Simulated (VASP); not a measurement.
# Cr (Pm-3m) in VASP: single point with PBE

Aim: the single point of Cr with PBE.

Program: VASP 6.6.1. These are calculated values, not measurements. Logs are shortened: lines on timing, memory, paths and dates and some standing lists are left out, and cuts for length are marked.

### 1 The cell of the first run

The structure is cubic, space group Pm-3m (No. 221). Conventional cell: a = 2.347 Å, b = 2.347 Å, c = 2.347 Å, α = 90.00°, β = 90.00°, γ = 90.00°. Cr (site symmetry m-3m) has 6 Cr at 2.35 Å within 3.1 Å.

### 2 Single point, PBE

File INCAR:

```
SYSTEM = Cr
PREC = Accurate
ENCUT = 520
EDIFF = 1E-7
ISMEAR = -1
SIGMA = 0.13605693000000002
LREAL = .FALSE.
LASPH = .TRUE.
NELM = 60
ALGO = Normal
ISIF = 2
LWAVE = .FALSE.
LCHARG = .TRUE.
GGA = PE
LELF = .TRUE.
LVHAR = .TRUE.
NBANDS = 12
```

File KPOINTS:

```
Automatic mesh
0
G
  14 14 14
  0 0 0
```

File POSCAR:

```
Cr
1.0
    2.3469857234      0.0000000000      0.0000000000
    0.0000000000      2.3469857234      0.0000000000
    0.0000000000      0.0000000000      2.3469857234
Cr
1
Direct
    0.0000000000      0.0000000000      0.0000000000
```

Potentials or basis: VASP PAW PBE potentials, release 64 (Cr_pv).

The run is started by

```console
$ cat potpaw_PBE.64/Cr_pv/POTCAR > POTCAR
$ mpirun -np 1 vasp_std > vasp.out
```

OUTCAR:

```text
SYSTEM = Cr
   PREC = Accurate
   ENCUT = 520
   EDIFF = 1E-7
   ISMEAR = -1
   LREAL = .FALSE.
   LASPH = .TRUE.
   NELM = 60
   ISIF = 2
   GGA = PE

 ion  position               nearest neighbor table
   1  0.000  0.000  0.000-

  LATTYP: Found a simple cubic cell.
 ALAT       =     2.3469857234

  Lattice vectors:

 A1 = (   2.3469857234,   0.0000000000,   0.0000000000)
 A2 = (   0.0000000000,   2.3469857234,   0.0000000000)
 A3 = (   0.0000000000,   0.0000000000,   2.3469857234)

Analysis of symmetry for initial positions (statically):
=====================================================================
 Subroutine PRICEL returns:
 Original cell was already a primitive cell.

 Routine SETGRP: Setting up the symmetry group for a
 simple cubic supercell.

 Subroutine GETGRP returns: Found 48 space group operations
 (whereof 48 operations were pure point group operations)
 out of a pool of 48 trial point group operations.

The static configuration has the point symmetry O_h .

Analysis of symmetry for dynamics (positions and initial velocities):
=====================================================================
 Subroutine PRICEL returns:
 Original cell was already a primitive cell.

 Routine SETGRP: Setting up the symmetry group for a
 simple cubic supercell.

 Subroutine GETGRP returns: Found 48 space group operations
 (whereof 48 operations were pure point group operations)
 out of a pool of 48 trial point group operations.

The dynamic configuration has the point symmetry O_h .

 Subroutine INISYM returns: Found 48 space group operations
 (whereof 48 operations are pure point group operations),
 and found     1 'primitive' translations

----------------------------------------------------------------------------------------

                                     Primitive cell

  volume of cell :      12.9280

  direct lattice vectors                    reciprocal lattice vectors
     2.346985723  0.000000000  0.000000000     0.426078433  0.000000000  0.000000000
     0.000000000  2.346985723  0.000000000     0.000000000  0.426078433  0.000000000
     0.000000000  0.000000000  2.346985723     0.000000000  0.000000000  0.426078433

  length of vectors
     2.346985723  2.346985723  2.346985723     0.426078433  0.426078433  0.426078433

  position of ions in fractional coordinates (direct lattice)
     0.000000000  0.000000000  0.000000000

  ion indices of the primitive-cell ions
   primitive index   ion index
                 1           1

----------------------------------------------------------------------------------------

 KPOINTS: Automatic mesh

Automatic generation of k-mesh.
 Grid dimensions read from file:
 generate k-points for:   14   14   14

 Generating k-lattice:

  Cartesian coordinates                     Fractional coordinates (reciprocal lattice)
     0.030434174  0.000000000  0.000000000     0.071428571  0.000000000  0.000000000
     0.000000000  0.030434174  0.000000000     0.000000000  0.071428571  0.000000000
     0.000000000  0.000000000  0.030434174     0.000000000  0.000000000  0.071428571

  Length of vectors
     0.030434174  0.030434174  0.030434174

  Shift w.r.t. Gamma in fractional coordinates (k-lattice)
     0.000000000  0.000000000  0.000000000

 Subroutine IBZKPT returns following result:
 ===========================================

 Found    120 irreducible k-points:

 Following reciprocal coordinates:
            Coordinates               Weight
  0.000000  0.000000  0.000000      1.000000
  0.071429  0.000000  0.000000      6.000000
  0.142857  0.000000  0.000000      6.000000
  0.214286  0.000000  0.000000      6.000000
  0.285714  0.000000  0.000000      6.000000
  0.357143  0.000000  0.000000      6.000000
[... 16 lines left out ...]
  0.285714  0.214286  0.000000     24.000000
  0.357143  0.214286  0.000000     24.000000
 [... further k-points ...]
   k-points           NKPTS =    120   k-points in BZ     NKDIM =    120   number of bands    NBANDS=     12
   number of dos      NEDOS =    301   number of ions     NIONS =      1
   total plane-waves  NPLWV =   5832
   dimension x,y,z NGX =    18 NGY =   18 NGZ =   18
   dimension x,y,z NGXF=    36 NGYF=   36 NGZF=   36
   ions per type =               1
   NGX,Y,Z   is equivalent  to a cutoff of  12.75, 12.75, 12.75 a.u.
   NGXF,Y,Z  is equivalent  to a cutoff of  25.50, 25.50, 25.50 a.u.
 SYSTEM =  Cr
   PREC   = accura    normal or accurate (medium, high low for compatibility)
   ISTART =      0    job   : 0-new  1-cont  2-samecut
   ICHARG =      2    charge: 1-file 2-atom 10-const
   ISPIN  =      1    spin polarized calculation?
   LNONCOLLINEAR =      F non collinear calculations
   LSORBIT =      F    spin-orbit coupling
   LASPH  =      T    aspherical Exc in radial PAW
   ENCUT  =  520.0 eV  38.22 Ry    6.18 a.u.   4.36  4.36  4.36*2*pi/ulx,y,z
   NELM   =     60;   NELMIN=  2; NELMDL= -5     # of ELM steps
   EDIFF  = 0.1E-06   stopping-criterion for ELM
   LREAL  =      F    real-space projection
   EDIFFG = 0.1E-05   stopping-criterion for IOM
   NSW    =      0    number of steps for IOM
   IBRION =     -1    ionic relax: 0-MD 1-quasi-New 2-CG
   NFREE  =      0    steps in history (QN), initial steepest desc. (CG)
   ISIF   =      2    stress and relaxation
   ISYM   =      2    0-nonsym 1-usesym 2-fastsym
   POTIM  = 0.5000    time-step for ionic-motion
   TEBEG  =    0.0;   TEEND  =   0.0 temperature during run
   PSTRESS=    0.0 pullay stress
   NELECT =      12.0000    total number of electrons
   NUPDOWN=      -1.0000    fix difference up-down
   EMIN   =  10.00;   EMAX   =-10.00  energy-range for DOS
   EFERMI =   0.00;   METHOD = LEGACY
   ISMEAR =    -1;   SIGMA  =   0.14  broadening in eV -4-tet -1-fermi 0-gaus
   EFERMI_NEDOS =   21; number of points for ismear=-14 and -15
   IALGO  =     38    algorithm
   IMIX   =      4    mixing-type and parameters
     AMIX     =   0.40;   BMIX     =  1.00
     AMIX_MAG =   1.60;   BMIX_MAG =  1.00
  volume/ion in A,a.u.               =      12.93        87.24
  Fermi-wavevector in a.u.,A,eV,Ry     =   1.596951  3.017799 34.698272  2.550251
  Thomas-Fermi vector in A             =   2.694633
   LORBIT       =      0    0 simple, 1 ext, 2 COOP (PROOUT), +10 PAW based schemes
   GGA     = PE    functional components
   LHFCALC =     F    Hartree Fock is set to
   AEXX    =    0.0000 exact exchange contribution
   IVDW    =     0    specifies the selected vdW correction
   LEPSILON=     F    determine dielectric tensor
   LRPA    =     F    only Hartree local field effects (RPA)
 non-spin polarized calculation
  energy-cutoff  :      520.00
  volume of cell :       12.93
 maximum number of plane-waves:       365
 NGX is ok and might be reduce to    18
   NGX =  9   NGY =  9   NGZ =  9

 number of electron      12.0000008 magnetization

 Free energy of the ion-electron system (eV)
  ---------------------------------------------------
  ext. energy  EPLUGINS =         0.00000000
  ---------------------------------------------------
  free energy    TOTEN  =        -8.53764722 eV

  energy without entropy =       -8.45312298  energy(sigma->0) =       -8.49538510

 E-fermi :   9.5432     XC(G=0): -12.9001

 val. band max:        9.5031159484   @ k =   0.4286   0.2857   0.2143
 cond. band min:       9.5458402788   @ k =   0.3571   0.2857   0.2143
 fundamental gap:      0.0427243304
 Fermi energy:         9.5431901683

 k-point     1 :       0.0000    0.0000    0.0000
  band No.  band energies     occupation
      1     -32.9928      2.00000
      2     -32.9928      2.00000
      3     -32.9928      2.00000
      4       2.2194      2.00000
      5       6.4075      2.00000
      6       6.4075      2.00000
      7      11.9739      0.00000
      8      11.9739      0.00000
      9      11.9739      0.00000
     10      17.0727      0.00000
     11      29.0054      0.00000
     12      29.0054      0.00000

 k-point     2 :       0.0714    0.0000    0.0000
  band No.  band energies     occupation
      1     -33.0444      2.00000
      2     -32.9884      2.00000
      3     -32.9884      2.00000
      4       2.3811      2.00000
      5       6.4422      2.00000
      6       6.5233      2.00000
      7      11.8634      0.00000
      8      11.8634      0.00000
      9      11.9824      0.00000
     10      17.0727      0.00000
     11      27.5589      0.00000
     12      29.2507      0.00000

 k-point     3 :       0.1429    0.0000    0.0000
  band No.  band energies     occupation
      1     -33.1877      2.00000
      2     -32.9761      2.00000
      3     -32.9761      2.00000
      4       2.8465      2.00000
      5       6.5408      2.00000
      6       6.8563      2.00000
      7      11.5641      0.00000
      8      11.5641      0.00000
      9      12.0063      0.00000
     10      17.0725      0.00000
     11      25.0171      0.00000
     12      29.9556      0.00000

 k-point     4 :       0.2143    0.0000    0.0000
  band No.  band energies     occupation
      1     -33.3917      2.00000
      2     -32.9583      2.00000
      3     -32.9583      2.00000
      4       3.5600      2.00000
      5       6.6867      2.00000
      6       7.3590      2.00000
      7      11.1558      0.00001
      8      11.1558      0.00001
      9      12.0409      0.00000
     10      17.0721      0.00000
     11      22.4810      0.00000
     12      31.0443      0.00000

 k-point     5 :       0.2857    0.0000    0.0000
  band No.  band energies     occupation
      1     -33.6140      2.00000
      2     -32.9385      2.00000
      3     -32.9385      2.00000
      4       4.4370      2.00000
      5       6.8538      2.00000
      6       7.9387      1.99998
      7      10.7312      0.00032
      8      10.7312      0.00032
      9      12.0795      0.00000
     10      17.0712      0.00000
     11      20.2178      0.00000
     12      31.7746      0.00000
[... 228 lines left out ...]
      1     -33.9652      2.00000
      2     -33.0868      2.00000
      3     -32.8880      2.00000
      4       6.9296      2.00000
      5       7.5002      2.00000
      6       7.7369      2.00000
      7      10.1239      0.02764
      8      11.5201      0.00000
      9      11.8000      0.00000
     10      16.6809      0.00000
     11      17.0905      0.00000
     12      29.1424      0.00000

 k-point    22 :       0.2143    0.2143    0.0000
  band No.  band energies     occupation
      1     -33.3640      2.00000
      2     -33.3320      2.00000
      3     -32.9246      2.00000
      4       4.6974      2.00000
      5       7.2053      2.00000
      6       8.0739      1.99996
      7      10.4467      0.00261
      8      11.1741      0.00001
      9      11.3635      0.00000
     10      17.0723      0.00000
     11      22.9731      0.00000
     12      24.6994      0.00000

 k-point    23 :       0.2857    0.2143    0.0000
  band No.  band energies     occupation
      1     -33.5664      2.00000
      2     -33.3218      2.00000
      3     -32.9052      2.00000
      4       5.3561      2.00000
      5       7.3269      2.00000
      6       8.5651      1.99849
      7      10.4202      0.00317
      8      10.8464      0.00014
      9      11.3507      0.00000
     10      17.0720      0.00000
     11      21.0841      0.00000
     12      25.0949      0.00000

 k-point    24 :       0.3571    0.2143    0.0000
  band No.  band energies     occupation
      1     -33.7582      2.00000
      2     -33.2998      2.00000
      3     -32.8877      2.00000
      4       5.9816      2.00000
      5       7.3581      2.00000
      6       8.7271      1.99505
      7      10.5114      0.00162
      8      11.0308      0.00004
      9      11.3979      0.00000
     10      17.0708      0.00000
     11      19.0500      0.00000
     12      26.0158      0.00000

 [... further k-points ...]

------------------------ aborting loop because EDIFF is reached ----------------------------------------

  FORCE on cell =-STRESS in cart. coord.  units (eV):
  Direction    XX          YY          ZZ          XY          YZ          ZX
  --------------------------------------------------------------------------------------
  -------------------------------------------------------------------------------------
  Total       -0.1318200     -0.1318200     -0.1318200      0.0000000      0.0000000      0.0000000
  in kB      -16.3365543    -16.3365543    -16.3365543      0.0000000      0.0000000      0.0000000
  external PRESSURE =     -16.3365543 kB  Pullay stress =       0.0000000 kB

 VOLUME and BASIS-vectors are now :
 -----------------------------------------------------------------------------
  energy-cutoff  :      520.00
  volume of cell :       12.93
      direct lattice vectors                 reciprocal lattice vectors
     2.346985723  0.000000000  0.000000000     0.426078433  0.000000000  0.000000000
     0.000000000  2.346985723  0.000000000     0.000000000  0.426078433  0.000000000
     0.000000000  0.000000000  2.346985723     0.000000000  0.000000000  0.426078433

 POSITION                                       TOTAL-FORCE (eV/Angst)
 -----------------------------------------------------------------------------------
      0.00000      0.00000      0.00000         0.000000      0.000000      0.000000
 -----------------------------------------------------------------------------------
    total drift:                               -0.000000      0.000000      0.000000

  FREE ENERGIE OF THE ION-ELECTRON SYSTEM (eV)
  ---------------------------------------------------
  free  energy   TOTEN  =        -8.5376472155 eV

  energy  without entropy=       -8.4531229799  energy(sigma->0) =       -8.49538510
```

It took 22 s on 1 thread of Intel Xeon Platinum 8488C (Sapphire Rapids), shared host; peak memory 0.12 GiB.

Results:

```
Free energy            : -8.5376 eV
Pressure               : -1.6 GPa
Band gap on the k mesh : zero (band 6 reaches 10.63 eV, above the bottom of band 7 at 8.94 eV)
```

Levels at points of the mesh, in eV from the Fermi level:
| k point | band 4 | band 5 | band 6 | band 7 | band 8 | band 9 |
| --- | --- | --- | --- | --- | --- | --- |
| (0.00, 0.00, 0.00) | -7.32 | -3.14 | -3.14 | 2.43 | 2.43 | 2.43 |
| (0.50, 0.00, 0.00) | -3.08 | -2.38 | -0.70 | 0.50 | 0.50 | 2.60 |
| (0.50, 0.50, 0.00) | -4.47 | -1.67 | 0.92 | 0.92 | 3.68 | 6.11 |
| (0.50, 0.50, 0.50) | -2.88 | -2.88 | -2.88 | 3.78 | 3.78 | 7.53 |

Caveat: the run has no spin polarisation, though such a crystal can be magnetic. Spin polarisation is off, so any magnetic state and its effect on volume and gap are missing.
